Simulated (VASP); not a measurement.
Write the native input for VASP 6.6.1 that does the following.

| Quantity | Value |
| --- | --- |
| Task | single point |
| Functional | LDA |
| Potentials or basis | VASP PAW LDA potentials, release 64 (Co, Si) |
| Cutoff | 520 eV |
| k mesh | 14 × 14 × 14 |
| Occupations | gaussian, width 0.05 eV |
| Spin | no spin polarisation |
| Dipole correction | no |
| Further INCAR settings | ALGO = Normal; EDIFF = 1e-07; NBANDS = 16 |

The structure of CoSi2 lies in POSCAR:

```
CoSi2
1.0
    0.0000000000      2.6715073538      2.6715073538
    2.6715073538      0.0000000000      2.6715073538
    2.6715073538      2.6715073538      0.0000000000
Co Si
1 2
Direct
    0.0000000000      0.0000000000      0.0000000000
    0.2500000000      0.2500000000      0.2500000000
    0.7500000000      0.7500000000      0.7500000000
```

The input as run:

INCAR

```
SYSTEM = CoSi2
ALGO = Normal
EDIFF = 1E-7
ENCUT = 520
ISIF = 2
ISMEAR = 0
LASPH = .True.
LCHARG = .False.
LREAL = .False.
LWAVE = .False.
NBANDS = 16
NELM = 60
PREC = Accurate
SIGMA = 0.05
```

KPOINTS

```
k-points
0
Gamma
  14 14 14
  0 0 0
```

Potentials or basis: VASP PAW LDA potentials, release 64 (Co, Si).

Run with:

```sh
$ cat potpaw_LDA.64/Co/POTCAR potpaw_LDA.64/Si/POTCAR > POTCAR
$ mpirun -np 1 vasp_std > vasp.out
```

It gave:

```
Pressure               : -7.1 GPa
Band gap on the k mesh : zero (an odd number of electrons rules out a gap without spin polarisation)
```

Caveat: the cell stands under tension; an odd number of electrons without spin polarisation forces a metal; a magnetic or distorted state may lie lower.

It took 2.2 min on 1 thread of Intel Xeon 8259CL, on a shared host, peak memory 0.18 GiB.
